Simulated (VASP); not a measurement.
A run of VASP 6.6.1 is set up as follows.

File INCAR:

```
ALGO = Normal ; EDIFF = 1E-7
EDIFFG = -0.3 ; ENCUT = 520
GGA = PE ; IBRION = 2
ISIF = 2 ; ISMEAR = -1
IVDW = 12 ; LASPH = True
LCHARG = False ; LREAL = Auto
LWAVE = False ; NELM = 60
NSW = 35 ; PREC = Accurate
SIGMA = 0.05
```

The input KPOINTS:

```
k-points
0
Gamma
  1 1 1
```

Contents of POSCAR:

```
H8C3S2
1.0
    8.4818530000      0.0000000000      0.0000000000
    0.0000000000      8.4818530000      0.0000000000
    0.0000000000      0.0000000000      8.4818530000
S C H
6 9 24
Direct
   -0.1334018000      0.4714130000      0.1136338000
    0.1633863000      0.2604212000      0.0597595000
    0.3478923000      1.0078616000      0.6618247000
    0.0792745000      0.8219169000      0.8314484000
    0.5601828000      0.1580837000      0.9516193000
    0.6339783000      0.4865392000      0.8027088000
    0.0149923000      0.3659171000      0.0866966000
    0.2135834000      0.9148893000      0.7466365000
    0.5970805000      0.3223114000      0.8771641000
    0.3979974000      0.8850103000      0.2017698000
    0.8966858000      0.2017678000      0.5578608000
    0.0344363000      0.6826335000      0.4905297000
    0.8805957000      0.9828978000      0.2128926000
    0.3685176000      0.4668504000      0.2607015000
    0.6137148000      0.6520190000      0.3989444000
    0.3696702000      0.7807171000      0.1323071000
    0.5189837000      0.9209117000      0.1777288000
    0.3853807000      0.8579634000      0.3267251000
    0.3179550000      0.9804491000      0.1703180000
    0.8517754000      0.1064042000      0.6313005000
    0.9731595000      0.1532669000      0.4667345000
    0.9634958000      0.2839715000      0.6305487000
    0.7983124000      0.2634288000      0.5028593000
    0.0147242000      0.6520478000      0.6137389000
   -0.0779434000      0.6842433000      0.4282980000
    0.1119760000      0.5955138000      0.4366566000
    0.0889883000      0.7987290000      0.4834253000
    1.0075348000      0.9999908000      0.2228346000
    0.8224018000      1.0972238000      0.2059916000
    0.8377658000      0.9191935000      0.3159067000
    0.8546803000      0.9151834000      0.1068374000
    0.3667936000      0.5240077000      0.3757433000
    0.3778370000      0.3396610000      0.2762120000
    0.4693321000      0.5092739000      0.1933127000
    0.2601078000      0.4944588000      0.1975379000
    0.6580228000      0.7083678000      0.5055567000
    0.5511601000      0.5442734000      0.4302869000
    0.7121782000      0.6233991000      0.3215466000
    0.5334979000      0.7320357000      0.3383874000
```

Potentials or basis: VASP PAW PBE potentials, release 64 (S, C, H).

The run is started by

```bash
$ cat potpaw_PBE.64/S/POTCAR potpaw_PBE.64/C/POTCAR potpaw_PBE.64/H/POTCAR > POTCAR
$ mpirun -np 1 vasp_gam > vasp.out
```

Question: Predict the energy gained by relaxing.

Answer: 21.6 meV/atom.

Question: What does it give for the dispersion energy per atom?

Answer: -0.053 eV.

Question: Estimate the band gap on the k mesh.

Answer: 3.43 eV.

Stress tensor (GPa, compression positive):
```
0.74 0.13 0.38
0.13 0.38 0.21
0.38 0.21 0.48
```

Caveat: the k points lie up to 0.74 Å⁻¹ apart.
